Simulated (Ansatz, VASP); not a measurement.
## One calculation of Pb, two programs

```
CELL_PARAMETERS angstrom
0.00000 2.43755 2.43755
2.43755 0.00000 2.43755
2.43755 2.43755 0.00000
ATOMIC_POSITIONS crystal
Pb 0.00000 0.00000 0.00000
```

Alike in both runs: task single point; functional LDA; k mesh 11 × 11 × 11; occupations fermi-dirac, width 1 eV; no spin polarisation.

```csv
,VASP,Ansatz
version,VASP 6.6.1,Ansatz 0.2.0
potentials or method,"VASP PAW LDA potentials, release 64 (Pb_d), cutoff 520 eV","plane waves (420 eV) with PAW, scalar-relativistic"
valence electrons in the cell,14,14
```

```csv
,VASP,Ansatz,Ansatz less VASP
pressure (GPa),4.2,4.1,-0.06
```

Ansatz warns that its potentials were made for another functional, while VASP's fit it. LDA's correlation is that of Perdew and Zunger in VASP and of Perdew and Wang (1992) in Ansatz.

Neither program's run includes spin-orbit coupling.
